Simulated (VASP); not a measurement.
# BaIr3 (Pm-3m) in VASP: further runs

Runs on BaIr3. Level: PBE. Tasks: single point.

Everything below comes from runs of VASP 6.6.1. Logs are shortened: lines on timing, memory, paths and dates and some standing lists are left out, and cuts for length are marked.

## (1) The cell of the first run

The structure is cubic, space group Pm-3m (No. 221). The conventional cell has a = 4.164 Å, b = 4.164 Å, c = 4.164 Å, α = 90.00°, β = 90.00°, γ = 90.00°. Ba (site symmetry m-3m) has 12 Ir at 2.94 Å within 3.9 Å. Within 3.9 Å of Ir (site symmetry 4/mmm) lie 4 Ba at 2.94 Å and 8 Ir at 2.94 Å.

## (2) Single point, PBE (volume scaled by 0.960)

INCAR reads:

```
ALGO     = Normal         # electronic algorithm
EDIFF    = 1E-6           # SCF threshold, eV
ENCUT    = 500            # plane-wave cutoff, eV
GGA      = PE             # functional
GGA_COMPAT= F            
ISIF     = 2              # what is computed and relaxed
ISMEAR   = 0              # smearing method
LASPH    = T              # aspherical terms in the spheres
LCHARG   = F              # write CHGCAR
LREAL    = F              # projectors in reciprocal space
LWAVE    = F              # write WAVECAR
NBANDS   = 38             # bands
NELM     = 120            # most SCF steps
PREC     = Accurate       # precision mode
SIGMA    = 0.05           # smearing width, eV
```

KPOINTS reads:

```
k-points
0
Gamma
  8 8 8
```

POSCAR reads:

```
BaIr3
1.0
    4.1640511475      0.0000000000      0.0000000000
    0.0000000000      4.1640511475      0.0000000000
    0.0000000000      0.0000000000      4.1640511475
Ba Ir
1 3
Direct
    0.0000000000      0.0000000000      0.0000000000
    0.0000000000      0.5000000000      0.5000000000
    0.5000000000      0.5000000000      0.0000000000
    0.5000000000      0.0000000000      0.5000000000
```

Potentials or basis: VASP PAW PBE potentials, release 64 (Ba_sv, Ir_sv_GW).

The run is started by

```sh
$ cat potpaw_PBE.64/Ba_sv/POTCAR potpaw_PBE.64/Ir_sv_GW/POTCAR > POTCAR
$ mpirun -np 1 vasp_std > vasp.out
```

OUTCAR:

```text
EDIFF = 1E-6
   ENCUT = 500
   GGA = PE
   ISIF = 2
   ISMEAR = 0
   LASPH = T
   LREAL = F
   NELM = 120
   PREC = Accurate

 ion  position               nearest neighbor table
   1  0.000  0.000  0.000-   2 2.94   3 2.94   4 2.94   2 2.94   4 2.94   2 2.94   3 2.94   2 2.94
                             3 2.94   4 2.94   4 2.94   3 2.94
   2  0.000  0.500  0.500-   1 2.94   3 2.94   4 2.94   1 2.94   3 2.94   1 2.94   4 2.94   1 2.94
                             3 2.94   4 2.94   3 2.94   4 2.94
   3  0.500  0.500  0.000-   1 2.94   2 2.94   4 2.94   2 2.94   4 2.94   1 2.94   4 2.94   4 2.94
                             1 2.94   2 2.94   2 2.94   1 2.94
   4  0.500  0.000  0.500-   1 2.94   2 2.94   3 2.94   1 2.94   3 2.94   2 2.94   3 2.94   3 2.94
                             1 2.94   2 2.94   1 2.94   2 2.94

  LATTYP: Found a simple cubic cell.
 ALAT       =     4.1640511475

  Lattice vectors:

 A1 = (   4.1640511475,   0.0000000000,   0.0000000000)
 A2 = (   0.0000000000,   4.1640511475,   0.0000000000)
 A3 = (   0.0000000000,   0.0000000000,   4.1640511475)

Analysis of symmetry for initial positions (statically):
=====================================================================
 Subroutine PRICEL returns:
 Original cell was already a primitive cell.

 Routine SETGRP: Setting up the symmetry group for a
 simple cubic supercell.

 Subroutine GETGRP returns: Found 48 space group operations
 (whereof 48 operations were pure point group operations)
 out of a pool of 48 trial point group operations.

The static configuration has the point symmetry O_h .

Analysis of symmetry for dynamics (positions and initial velocities):
=====================================================================
 Subroutine PRICEL returns:
 Original cell was already a primitive cell.

 Routine SETGRP: Setting up the symmetry group for a
 simple cubic supercell.

 Subroutine GETGRP returns: Found 48 space group operations
 (whereof 48 operations were pure point group operations)
 out of a pool of 48 trial point group operations.

The dynamic configuration has the point symmetry O_h .

 Subroutine INISYM returns: Found 48 space group operations
 (whereof 48 operations are pure point group operations),
 and found     1 'primitive' translations

----------------------------------------------------------------------------------------

                                     Primitive cell

  volume of cell :      72.2018

  direct lattice vectors                    reciprocal lattice vectors
     4.164051148  0.000000000  0.000000000     0.240150749  0.000000000  0.000000000
     0.000000000  4.164051148  0.000000000     0.000000000  0.240150749  0.000000000
     0.000000000  0.000000000  4.164051148     0.000000000  0.000000000  0.240150749

  length of vectors
     4.164051148  4.164051148  4.164051148     0.240150749  0.240150749  0.240150749

  position of ions in fractional coordinates (direct lattice)
     0.000000000  0.000000000  0.000000000
     0.000000000  0.500000000  0.500000000
     0.500000000  0.500000000  0.000000000
     0.500000000  0.000000000  0.500000000

  ion indices of the primitive-cell ions
   primitive index   ion index
                 1           1
                 2           2
                 3           3
                 4           4

----------------------------------------------------------------------------------------

 KPOINTS: k-points

Automatic generation of k-mesh.
 Grid dimensions read from file:
 generate k-points for:    8    8    8

 Generating k-lattice:

  Cartesian coordinates                     Fractional coordinates (reciprocal lattice)
     0.030018844  0.000000000  0.000000000     0.125000000  0.000000000  0.000000000
     0.000000000  0.030018844  0.000000000     0.000000000  0.125000000  0.000000000
     0.000000000  0.000000000  0.030018844     0.000000000  0.000000000  0.125000000

  Length of vectors
     0.030018844  0.030018844  0.030018844

  Shift w.r.t. Gamma in fractional coordinates (k-lattice)
     0.000000000  0.000000000  0.000000000

 Subroutine IBZKPT returns following result:
 ===========================================

 Found     35 irreducible k-points:

 Following reciprocal coordinates:
            Coordinates               Weight
  0.000000  0.000000  0.000000      1.000000
  0.125000  0.000000  0.000000      6.000000
  0.250000  0.000000  0.000000      6.000000
  0.375000  0.000000  0.000000      6.000000
  0.500000  0.000000  0.000000      3.000000
  0.125000  0.125000  0.000000     12.000000
[... 16 lines left out ...]
  0.375000  0.375000  0.125000     24.000000
  0.500000  0.375000  0.125000     24.000000
 [... further k-points ...]
   k-points           NKPTS =     35   k-points in BZ     NKDIM =     35   number of bands    NBANDS=     38
   number of dos      NEDOS =    301   number of ions     NIONS =      4
   total plane-waves  NPLWV =  27000
   dimension x,y,z NGX =    30 NGY =   30 NGZ =   30
   dimension x,y,z NGXF=    60 NGYF=   60 NGZF=   60
   ions per type =               1   3
   NGX,Y,Z   is equivalent  to a cutoff of  11.98, 11.98, 11.98 a.u.
   NGXF,Y,Z  is equivalent  to a cutoff of  23.95, 23.95, 23.95 a.u.
 SYSTEM =  unknown system
   PREC   = accura    normal or accurate (medium, high low for compatibility)
   ISTART =      0    job   : 0-new  1-cont  2-samecut
   ICHARG =      2    charge: 1-file 2-atom 10-const
   ISPIN  =      1    spin polarized calculation?
   LNONCOLLINEAR =      F non collinear calculations
   LSORBIT =      F    spin-orbit coupling
   LASPH  =      T    aspherical Exc in radial PAW
   ENCUT  =  500.0 eV  36.75 Ry    6.06 a.u.   7.59  7.59  7.59*2*pi/ulx,y,z
   NELM   =    120;   NELMIN=  2; NELMDL= -5     # of ELM steps
   EDIFF  = 0.1E-05   stopping-criterion for ELM
   LREAL  =      F    real-space projection
   EDIFFG = 0.1E-04   stopping-criterion for IOM
   NSW    =      0    number of steps for IOM
   IBRION =     -1    ionic relax: 0-MD 1-quasi-New 2-CG
   NFREE  =      0    steps in history (QN), initial steepest desc. (CG)
   ISIF   =      2    stress and relaxation
   ISYM   =      2    0-nonsym 1-usesym 2-fastsym
   POTIM  = 0.5000    time-step for ionic-motion
   TEBEG  =    0.0;   TEEND  =   0.0 temperature during run
   PSTRESS=    0.0 pullay stress
   NELECT =      61.0000    total number of electrons
   NUPDOWN=      -1.0000    fix difference up-down
   EMIN   =  10.00;   EMAX   =-10.00  energy-range for DOS
   EFERMI =   0.00;   METHOD = LEGACY
   ISMEAR =     0;   SIGMA  =   0.05  broadening in eV -4-tet -1-fermi 0-gaus
   EFERMI_NEDOS =   21; number of points for ismear=-14 and -15
   IALGO  =     38    algorithm
   IMIX   =      4    mixing-type and parameters
     AMIX     =   0.40;   BMIX     =  1.00
     AMIX_MAG =   1.60;   BMIX_MAG =  1.00
  volume/ion in A,a.u.               =      18.05       121.81
  Fermi-wavevector in a.u.,A,eV,Ry     =   1.547636  2.924607 32.588349  2.395176
  Thomas-Fermi vector in A             =   2.652701
   LORBIT       =      0    0 simple, 1 ext, 2 COOP (PROOUT), +10 PAW based schemes
   GGA     = PE    functional components
   LHFCALC =     F    Hartree Fock is set to
   AEXX    =    0.0000 exact exchange contribution
   IVDW    =     0    specifies the selected vdW correction
   LEPSILON=     F    determine dielectric tensor
   LRPA    =     F    only Hartree local field effects (RPA)
 non-spin polarized calculation
 Gauss-broadening in eV      SIGMA  =   0.05
  energy-cutoff  :      500.00
  volume of cell :       72.20
 maximum number of plane-waves:      1856
   NGX = 15   NGY = 15   NGZ = 15

 number of electron      61.0000003 magnetization

 Free energy of the ion-electron system (eV)
  ---------------------------------------------------
  ext. energy  EPLUGINS =         0.00000000
  ---------------------------------------------------
  free energy    TOTEN  =       -26.26652748 eV

  energy without entropy =      -26.26055510  energy(sigma->0) =      -26.26354129

 E-fermi :   8.0421     XC(G=0): -12.8692

 val. band max:        8.0399463953   @ k =   0.2500   0.1250   0.0000
 cond. band min:       8.0568062594   @ k =   0.3750   0.3750   0.0000
 fundamental gap:      0.0168598640
 Fermi energy:         8.0421328984

 k-point     1 :       0.0000    0.0000    0.0000
  band No.  band energies     occupation
      1     -83.3397      2.00000
      2     -83.3191      2.00000
      3     -83.3191      2.00000
      4     -40.3509      2.00000
      5     -40.3509      2.00000
      6     -40.3509      2.00000
[... 30 lines left out ...]
     37      13.4733      0.00000
     38      17.9301      0.00000

 k-point     2 :       0.1250    0.0000    0.0000
  band No.  band energies     occupation
      1     -83.3392      2.00000
      2     -83.3196      2.00000
      3     -83.3191      2.00000
      4     -40.3466      2.00000
      5     -40.3466      2.00000
      6     -40.3432      2.00000
[... 30 lines left out ...]
     37      14.5620      0.00000
     38      16.6829      0.00000

 k-point     3 :       0.2500    0.0000    0.0000
  band No.  band energies     occupation
      1     -83.3374      2.00000
      2     -83.3215      2.00000
      3     -83.3189      2.00000
      4     -40.3357      2.00000
      5     -40.3357      2.00000
      6     -40.3234      2.00000
[... 30 lines left out ...]
     37      15.2517      0.00000
     38      15.3219      0.00000

 k-point     4 :       0.3750    0.0000    0.0000
  band No.  band energies     occupation
      1     -83.3344      2.00000
      2     -83.3239      2.00000
      3     -83.3189      2.00000
      4     -40.3241      2.00000
      5     -40.3241      2.00000
      6     -40.2971      2.00000
[... 30 lines left out ...]
     37      14.4660      0.00000
     38      15.4007      0.00000
[... 703 lines left out ...]
      4     -40.3778      2.00000
      5     -40.2792      2.00000
      6     -40.2326      2.00000
[... 30 lines left out ...]
     37      13.8627      0.00000
     38      15.9940      0.00000

 k-point    23 :       0.3750    0.3750    0.1250
  band No.  band energies     occupation
      1     -83.3299      2.00000
      2     -83.3247      2.00000
      3     -83.3227      2.00000
      4     -40.3890      2.00000
      5     -40.2720      2.00000
      6     -40.2369      2.00000
[... 30 lines left out ...]
     37      13.2938      0.00000
     38      16.0550      0.00000

 k-point    24 :       0.5000    0.3750    0.1250
  band No.  band energies     occupation
      1     -83.3283      2.00000
      2     -83.3258      2.00000
      3     -83.3232      2.00000
      4     -40.3927      2.00000
      5     -40.2657      2.00000
      6     -40.2452      2.00000
[... 30 lines left out ...]
     37      13.4012      0.00000
     38      15.8149      0.00000

 [... further k-points ...]
[... 5 lines left out ...]
  --------------------------------------------------------------------------------------
  -------------------------------------------------------------------------------------
  Total        3.8459511      3.8459511      3.8459511     -0.0000000      0.0000000     -0.0000000
  in kB       85.3426600     85.3426600     85.3426600     -0.0000000      0.0000000     -0.0000000
  external PRESSURE =      85.3426600 kB  Pullay stress =       0.0000000 kB

 VOLUME and BASIS-vectors are now :
 -----------------------------------------------------------------------------
  energy-cutoff  :      500.00
  volume of cell :       72.20
      direct lattice vectors                 reciprocal lattice vectors
     4.164051148  0.000000000  0.000000000     0.240150749  0.000000000  0.000000000
     0.000000000  4.164051148  0.000000000     0.000000000  0.240150749  0.000000000
     0.000000000  0.000000000  4.164051148     0.000000000  0.000000000  0.240150749

 POSITION                                       TOTAL-FORCE (eV/Angst)
 -----------------------------------------------------------------------------------
      0.00000      0.00000      0.00000         0.000000      0.000000      0.000000
      0.00000      2.08203      2.08203         0.000000      0.000000      0.000000
      2.08203      2.08203      0.00000         0.000000      0.000000      0.000000
      2.08203      0.00000      2.08203         0.000000      0.000000      0.000000
 -----------------------------------------------------------------------------------
    total drift:                                0.000000      0.000000     -0.000000

  FREE ENERGIE OF THE ION-ELECTRON SYSTEM (eV)
  ---------------------------------------------------
  free  energy   TOTEN  =       -26.2665274787 eV

  energy  without entropy=      -26.2605551045  energy(sigma->0) =      -26.26354129
```

Run time: 36 s. Hardware: 1 thread of Intel Xeon 6975P-C (Granite Rapids), shared host; peak memory 0.22 GiB.

Results:

- Free energy: -26.2665 eV
- Pressure: 8.5 GPa

Caveat: spin-orbit coupling is left out, which moves the levels of the heavy elements.

## (3) Single point, PBE (volume scaled by 1.020)

INCAR reads:

```
SYSTEM = BaIr3
  PREC = Accurate
  ENCUT = 500
  EDIFF = 1E-6
  ISMEAR = 0
  SIGMA = 0.05
  LREAL = .FALSE.
  LASPH = .TRUE.
  NELM = 120
  ALGO = Normal
  ISIF = 2
  LWAVE = .FALSE.
  LCHARG = .FALSE.
  GGA = PE
  NBANDS = 38
  GGA_COMPAT = .FALSE.
```

KPOINTS reads:

```
Automatic mesh
0
G
  8 8 8
  0 0 0
```

POSCAR reads:

```
BaIr3
1.0
    4.2490551527      0.0000000000      0.0000000000
    0.0000000000      4.2490551527      0.0000000000
    0.0000000000      0.0000000000      4.2490551527
Ba Ir
1 3
Direct
    0.0000000000      0.0000000000      0.0000000000
    0.0000000000      0.5000000000      0.5000000000
    0.5000000000      0.5000000000      0.0000000000
    0.5000000000      0.0000000000      0.5000000000
```

Potentials or basis: VASP PAW PBE potentials, release 64 (Ba_sv, Ir_sv_GW).

The run is started by

```sh
$ cat potpaw_PBE.64/Ba_sv/POTCAR potpaw_PBE.64/Ir_sv_GW/POTCAR > POTCAR
$ mpirun -np 1 vasp_std > vasp.out
```

Wall time 81 s (1 thread of AMD EPYC 7R43 (Zen 3), shared host); peak memory 0.2 GiB.

Results (log left out):

* Free energy: -26.4174 eV
* Pressure: -1.0 GPa

Levels at points of the mesh, in eV from the Fermi level:
```
           k point  band 28  band 29  band 30  band 31  band 32  band 33  band 34  band 35
(0.00, 0.00, 0.00)     0.10     0.99     1.38     1.38     1.38     4.19     4.19     4.19
(0.50, 0.00, 0.00)    -0.83    -0.34    -0.34    -0.29     0.29     1.38     3.52     3.52
(0.50, 0.50, 0.00)    -0.66    -0.55    -0.55    -0.43    -0.38     0.43     2.93     2.93
(0.50, 0.50, 0.50)    -0.80     0.10     1.02     1.02     1.02     3.47     3.47     3.47
```

Caveat: spin-orbit coupling is left out, which moves the levels of the heavy elements.
